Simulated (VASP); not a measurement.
# La (P6_3/mmc) in VASP: notebook

La is run at these levels: r2SCAN, PBEsol; tasks: single point.

Program: VASP 6.6.1. These are calculated values, not measurements. Logs are shortened: lines on timing, memory, paths and dates and some standing lists are left out, and cuts for length are marked.

## 1. The cell of the first run

It takes space group P6_3/mmc (No. 194, hexagonal). Conventional cell: a = 3.673 Å, b = 3.673 Å, c = 5.946 Å, α = 90.00°, β = 90.00°, γ = 120.00°. La (site symmetry -6m2) has 12 La at 3.65 to 3.67 Å within 4.8 Å.

## 2. Single point, r2SCAN

POSCAR reads:

```
La
1.0
    3.6734479077      0.0000000000      0.0000000000
   -1.8367239538      3.1812992075      0.0000000000
    0.0000000000      0.0000000000      5.9460876799
La
2
Direct
    0.6666666667      0.3333333333      0.7500000000
    0.3333333333      0.6666666667      0.2500000000
```

INCAR.step1 reads:

```
PREC     = Accurate       # precision mode
ENCUT    = 520            # plane-wave cutoff, eV
ISMEAR   = -1             # smearing method
SIGMA    = 0.05           # smearing width, eV
LREAL    = F              # projectors in reciprocal space
LASPH    = T              # aspherical terms in the spheres
NELM     = 60             # most SCF steps
NBANDS   = 18             # bands
GGA      = PE             # functional
ALGO     = Normal         # electronic algorithm
EDIFF    = 1E-4           # SCF threshold, eV
LWAVE    = T              # write WAVECAR
LCHARG   = F              # write CHGCAR
```

INCAR.step2 reads:

```
PREC     = Accurate       # precision mode
ENCUT    = 520            # plane-wave cutoff, eV
EDIFF    = 1E-7           # SCF threshold, eV
ISMEAR   = -1             # smearing method
SIGMA    = 0.05           # smearing width, eV
LREAL    = F              # projectors in reciprocal space
LASPH    = T              # aspherical terms in the spheres
NELM     = 60             # most SCF steps
ALGO     = Normal         # electronic algorithm
ISIF     = 2              # what is computed and relaxed
LWAVE    = F              # write WAVECAR
LCHARG   = F              # write CHGCAR
METAGGA  = R2SCAN         # meta-GGA
LMIXTAU  = T            
NBANDS   = 18             # bands
ISTART   = 1
```

KPOINTS reads:

```
regular mesh
0
Gamma
  8 8 5
```

Potentials or basis: VASP PAW PBE potentials, release 64 (La).

The run is started by

```console
$ cat potpaw_PBE.64/La/POTCAR > POTCAR
$ cp INCAR.step1 INCAR
$ mpirun -np 1 vasp_std > vasp.out
$ cp INCAR.step2 INCAR
$ mpirun -np 1 vasp_std > vasp.out
```

OUTCAR:

```text
PREC = Accurate
   ENCUT = 520
   EDIFF = 1E-7
   ISMEAR = -1
   LREAL = F
   LASPH = T
   NELM = 60
   ISIF = 2
   METAGGA = R2SCAN
   ISTART = 1

 ion  position               nearest neighbor table
   1  0.667  0.333  0.750-   2 3.65   2 3.65   2 3.65   2 3.65   2 3.65   2 3.65
   2  0.333  0.667  0.250-   1 3.65   1 3.65   1 3.65   1 3.65   1 3.65   1 3.65

  LATTYP: Found a hexagonal cell.
 ALAT       =     3.6734479077
 C/A-ratio  =     1.6186666667

  Lattice vectors:

 A1 = (   3.6734479077,   0.0000000000,   0.0000000000)
 A2 = (  -1.8367239538,   3.1812992075,   0.0000000000)
 A3 = (   0.0000000000,   0.0000000000,   5.9460876799)

Analysis of symmetry for initial positions (statically):
=====================================================================
 Subroutine PRICEL returns:
 Original cell was already a primitive cell.

 Routine SETGRP: Setting up the symmetry group for a
 hexagonal supercell.

 Subroutine GETGRP returns: Found 24 space group operations
 (whereof 12 operations were pure point group operations)
 out of a pool of 24 trial point group operations.

The static configuration has the point symmetry D_3d.
 The point group associated with its full space group is D_6h.

Analysis of symmetry for dynamics (positions and initial velocities):
=====================================================================
 Subroutine PRICEL returns:
 Original cell was already a primitive cell.

 Routine SETGRP: Setting up the symmetry group for a
 hexagonal supercell.

 Subroutine GETGRP returns: Found 24 space group operations
 (whereof 12 operations were pure point group operations)
 out of a pool of 24 trial point group operations.

The dynamic configuration has the point symmetry D_3d.
 The point group associated with its full space group is D_6h.

 Subroutine INISYM returns: Found 24 space group operations
 (whereof 12 operations are pure point group operations),
 and found     1 'primitive' translations

----------------------------------------------------------------------------------------

                                     Primitive cell

  volume of cell :      69.4880

  direct lattice vectors                    reciprocal lattice vectors
     3.673447908  0.000000000  0.000000000     0.272223814  0.157168492  0.000000000
    -1.836723954  3.181299207  0.000000000     0.000000000  0.314336985  0.000000000
     0.000000000  0.000000000  5.946087680     0.000000000  0.000000000  0.168177809

  length of vectors
     3.673447908  3.673447908  5.946087680     0.314336985  0.314336985  0.168177809

  position of ions in fractional coordinates (direct lattice)
     0.666666667  0.333333333  0.750000000
     0.333333333  0.666666667  0.250000000

  ion indices of the primitive-cell ions
   primitive index   ion index
                 1           1
                 2           2

----------------------------------------------------------------------------------------

 KPOINTS: regular mesh

Automatic generation of k-mesh.
 Grid dimensions read from file:
 generate k-points for:    8    8    5

 Generating k-lattice:

  Cartesian coordinates                     Fractional coordinates (reciprocal lattice)
     0.034027977  0.019646062  0.000000000     0.125000000 -0.000000000  0.000000000
     0.000000000  0.039292123  0.000000000     0.000000000  0.125000000  0.000000000
     0.000000000  0.000000000  0.033635562     0.000000000  0.000000000  0.200000000

  Length of vectors
     0.039292123  0.039292123  0.033635562

  Shift w.r.t. Gamma in fractional coordinates (k-lattice)
     0.000000000  0.000000000  0.000000000

 Subroutine IBZKPT returns following result:
 ===========================================

 Found     30 irreducible k-points:

 Following reciprocal coordinates:
            Coordinates               Weight
  0.000000  0.000000  0.000000      1.000000
  0.125000 -0.000000  0.000000      6.000000
  0.250000 -0.000000  0.000000      6.000000
  0.375000 -0.000000  0.000000      6.000000
  0.500000 -0.000000  0.000000      3.000000
  0.125000  0.125000  0.000000      6.000000
[... 16 lines left out ...]
  0.250000 -0.000000  0.400000     12.000000
  0.375000 -0.000000  0.400000     12.000000
 [... further k-points ...]
   k-points           NKPTS =     30   k-points in BZ     NKDIM =     30   number of bands    NBANDS=     18
   number of dos      NEDOS =    301   number of ions     NIONS =      2
   total plane-waves  NPLWV =  37632
   dimension x,y,z NGX =    28 NGY =   28 NGZ =   48
   dimension x,y,z NGXF=    56 NGYF=   56 NGZF=   96
   ions per type =               2
   NGX,Y,Z   is equivalent  to a cutoff of  12.67, 12.67, 13.42 a.u.
   NGXF,Y,Z  is equivalent  to a cutoff of  25.34, 25.34, 26.84 a.u.
 SYSTEM =  unknown system
   PREC   = accura    normal or accurate (medium, high low for compatibility)
   ISTART =      1    job   : 0-new  1-cont  2-samecut
   ICHARG =      0    charge: 1-file 2-atom 10-const
   ISPIN  =      1    spin polarized calculation?
   LNONCOLLINEAR =      F non collinear calculations
   LSORBIT =      F    spin-orbit coupling
   LASPH  =      T    aspherical Exc in radial PAW
   ENCUT  =  520.0 eV  38.22 Ry    6.18 a.u.   6.83  6.83 11.06*2*pi/ulx,y,z
   NELM   =     60;   NELMIN=  2; NELMDL=  0     # of ELM steps
   EDIFF  = 0.1E-06   stopping-criterion for ELM
   LREAL  =      F    real-space projection
   EDIFFG = 0.1E-05   stopping-criterion for IOM
   NSW    =      0    number of steps for IOM
   IBRION =     -1    ionic relax: 0-MD 1-quasi-New 2-CG
   NFREE  =      0    steps in history (QN), initial steepest desc. (CG)
   ISIF   =      2    stress and relaxation
   ISYM   =      2    0-nonsym 1-usesym 2-fastsym
   POTIM  = 0.5000    time-step for ionic-motion
   TEBEG  =    0.0;   TEEND  =   0.0 temperature during run
   PSTRESS=    0.0 pullay stress
   NELECT =      22.0000    total number of electrons
   NUPDOWN=      -1.0000    fix difference up-down
   EMIN   =  10.00;   EMAX   =-10.00  energy-range for DOS
   EFERMI =   0.00;   METHOD = LEGACY
   ISMEAR =    -1;   SIGMA  =   0.05  broadening in eV -4-tet -1-fermi 0-gaus
   EFERMI_NEDOS =   21; number of points for ismear=-14 and -15
   IALGO  =     38    algorithm
   IMIX   =      4    mixing-type and parameters
     AMIX     =   0.40;   BMIX     =  1.00
     AMIX_MAG =   1.60;   BMIX_MAG =  1.00
  volume/ion in A,a.u.               =      34.74       234.46
  Fermi-wavevector in a.u.,A,eV,Ry     =   1.115781  2.108521 16.938823  1.244968
  Thomas-Fermi vector in A             =   2.252389
   LORBIT       =      0    0 simple, 1 ext, 2 COOP (PROOUT), +10 PAW based schemes
   METAGGA = R2SCAN    functional components
   LHFCALC =     F    Hartree Fock is set to
   AEXX    =    0.0000 exact exchange contribution
   IVDW    =     0    specifies the selected vdW correction
   LEPSILON=     F    determine dielectric tensor
   LRPA    =     F    only Hartree local field effects (RPA)
 non-spin polarized calculation
  energy-cutoff  :      520.00
  volume of cell :       69.49
 maximum number of plane-waves:      1890
 NGX is ok and might be reduce to    28
   NGX = 13   NGY = 13   NGZ = 23

 number of electron      22.0000002 magnetization

 Free energy of the ion-electron system (eV)
  ---------------------------------------------------
  ext. energy  EPLUGINS =         0.00000000
  ---------------------------------------------------
  free energy    TOTEN  =       -59.37117046 eV

  energy without entropy =      -59.33839931  energy(sigma->0) =      -59.35478489

 E-fermi :   8.6345     XC(G=0): -10.5167

 val. band max:        8.6031744495   @ k =   0.2500  -0.0000   0.0000
 cond. band min:       8.6448029472   @ k =   0.2500   0.2500   0.2000
 fundamental gap:      0.0416284976
 Fermi energy:         8.6345102735

 k-point     1 :       0.0000    0.0000    0.0000
  band No.  band energies     occupation
      1     -25.3617      2.00000
      2     -25.0763      2.00000
      3      -9.4730      2.00000
      4      -7.9462      2.00000
      5      -7.9462      2.00000
      6      -7.7226      2.00000
[... 10 lines left out ...]
     17      10.6457      0.00000
     18      10.7585      0.00000

 k-point     2 :       0.1250   -0.0000    0.0000
  band No.  band energies     occupation
      1     -25.3273      2.00000
      2     -25.0601      2.00000
      3      -9.3914      2.00000
      4      -8.1589      2.00000
      5      -8.0113      2.00000
      6      -7.9365      2.00000
[... 10 lines left out ...]
     17      10.6296      0.00000
     18      10.7430      0.00000

 k-point     3 :       0.2500   -0.0000    0.0000
  band No.  band energies     occupation
      1     -25.2393      2.00000
      2     -25.0242      2.00000
      3      -9.1688      2.00000
      4      -8.6517      2.00000
      5      -8.4063      2.00000
      6      -8.1547      2.00000
[... 10 lines left out ...]
     17      10.8318      0.00000
     18      10.8903      0.00000

 k-point     4 :       0.3750   -0.0000    0.0000
  band No.  band energies     occupation
      1     -25.1392      2.00000
      2     -24.9979      2.00000
      3      -9.1150      2.00000
      4      -8.8769      2.00000
      5      -8.8291      2.00000
      6      -8.2861      2.00000
[... 10 lines left out ...]
     17      10.8826      0.00000
     18      10.9751      0.00000

 k-point     5 :       0.5000   -0.0000    0.0000
  band No.  band energies     occupation
      1     -25.0887      2.00000
      2     -24.9953      2.00000
      3      -9.2987      2.00000
      4      -8.9942      2.00000
      5      -8.6997      2.00000
      6      -8.3379      2.00000
[... 10 lines left out ...]
     17      10.9422      0.00000
     18      11.0210      0.00000

 k-point     6 :       0.1250    0.1250    0.0000
  band No.  band energies     occupation
      1     -25.2660      2.00000
      2     -25.0341      2.00000
      3      -9.2389      2.00000
      4      -8.4397      2.00000
      5      -8.3619      2.00000
      6      -8.0554      2.00000
[... 10 lines left out ...]
     17      10.8796      0.00000
     18      10.8892      0.00000

 k-point     7 :       0.2500    0.1250    0.0000
  band No.  band energies     occupation
      1     -25.1709      2.00000
      2     -25.0037      2.00000
      3      -8.9763      2.00000
      4      -8.8833      2.00000
      5      -8.7115      2.00000
      6      -8.2710      2.00000
[... 10 lines left out ...]
     17      10.9157      0.00000
     18      10.9494      0.00000

 k-point     8 :       0.3750    0.1250    0.0000
  band No.  band energies     occupation
      1     -25.0896      2.00000
      2     -24.9946      2.00000
      3      -9.1984      2.00000
      4      -8.9154      2.00000
      5      -8.7066      2.00000
      6      -8.4365      2.00000
[... 10 lines left out ...]
     17      10.8973      0.00000
     18      10.9519      0.00000
[... 229 lines left out ...]
     17      10.9667      0.00000
     18      11.0357      0.00000

 k-point    20 :       0.3750    0.2500    0.2000
  band No.  band energies     occupation
      1     -25.0391      2.00000
      2     -25.0073      2.00000
      3      -9.1281      2.00000
      4      -8.9582      2.00000
      5      -8.7993      2.00000
      6      -8.4381      2.00000
[... 10 lines left out ...]
     17      10.8509      0.00000
     18      10.8739      0.00000

 k-point    21 :       0.0000    0.0000    0.4000
  band No.  band energies     occupation
      1     -25.2659      2.00000
      2     -25.1777      2.00000
      3      -8.9141      2.00000
      4      -8.3711      2.00000
      5      -7.8701      2.00000
      6      -7.8701      2.00000
[... 10 lines left out ...]
     17      10.4008      0.00000
     18      10.6438      0.00000

 k-point    22 :       0.1250   -0.0000    0.4000
  band No.  band energies     occupation
      1     -25.2374      2.00000
      2     -25.1549      2.00000
      3      -8.9061      2.00000
      4      -8.4470      2.00000
      5      -8.0329      2.00000
      6      -7.9222      2.00000
[... 10 lines left out ...]
     17      10.7938      0.00000
     18      10.8571      0.00000

 k-point    23 :       0.2500   -0.0000    0.4000
  band No.  band energies     occupation
      1     -25.1664      2.00000
      2     -25.1000      2.00000
      3      -8.9904      2.00000
      4      -8.7697      2.00000
      5      -8.2833      2.00000
      6      -8.0419      2.00000
[... 10 lines left out ...]
     17      10.7417      0.00000
     18      10.8594      0.00000

 k-point    24 :       0.3750   -0.0000    0.4000
  band No.  band energies     occupation
      1     -25.0908      2.00000
      2     -25.0471      2.00000
      3      -9.2639      2.00000
      4      -9.1515      2.00000
      5      -8.2992      2.00000
      6      -8.1556      2.00000
[... 10 lines left out ...]
     17      10.8355      0.00000
     18      10.8824      0.00000

 [... further k-points ...]
[... 5 lines left out ...]
  --------------------------------------------------------------------------------------
  -------------------------------------------------------------------------------------
  Total        1.2222693      1.2222693      0.8782310      0.0000000      0.0000000      0.0000000
  in kB       28.1817370     28.1817370     20.2492814      0.0000000      0.0000000      0.0000000
  external PRESSURE =      25.5375851 kB  Pullay stress =       0.0000000 kB

 VOLUME and BASIS-vectors are now :
 -----------------------------------------------------------------------------
  energy-cutoff  :      520.00
  volume of cell :       69.49
      direct lattice vectors                 reciprocal lattice vectors
     3.673447908  0.000000000  0.000000000     0.272223814  0.157168492  0.000000000
    -1.836723954  3.181299207  0.000000000     0.000000000  0.314336985  0.000000000
     0.000000000  0.000000000  5.946087680     0.000000000  0.000000000  0.168177809

 POSITION                                       TOTAL-FORCE (eV/Angst)
 -----------------------------------------------------------------------------------
      1.83672      1.06043      4.45957         0.000000     -0.000000      0.000000
     -0.00000      2.12087      1.48652        -0.000000      0.000000      0.000000
 -----------------------------------------------------------------------------------
    total drift:                                0.000000     -0.000000      0.000000

  FREE ENERGIE OF THE ION-ELECTRON SYSTEM (eV)
  ---------------------------------------------------
  free  energy   TOTEN  =       -59.3711704591 eV

  energy  without entropy=      -59.3383993131  energy(sigma->0) =      -59.35478489
```

It took 2 min on 1 thread of Intel Xeon 6975P-C (Granite Rapids), shared host; peak memory 0.21 GiB.

What came out:

* Free energy: -59.3712 eV
* Pressure: 2.6 GPa
* Band gap on the k mesh: zero (band 11 reaches 9.94 eV, above the bottom of band 12 at 8.38 eV)

Caveat: the PAW data sets were made with another functional, which shifts forces and pressure a little; spin-orbit coupling is left out, which moves the levels of the heavy elements.

(Part 1 of 2 ends here.)
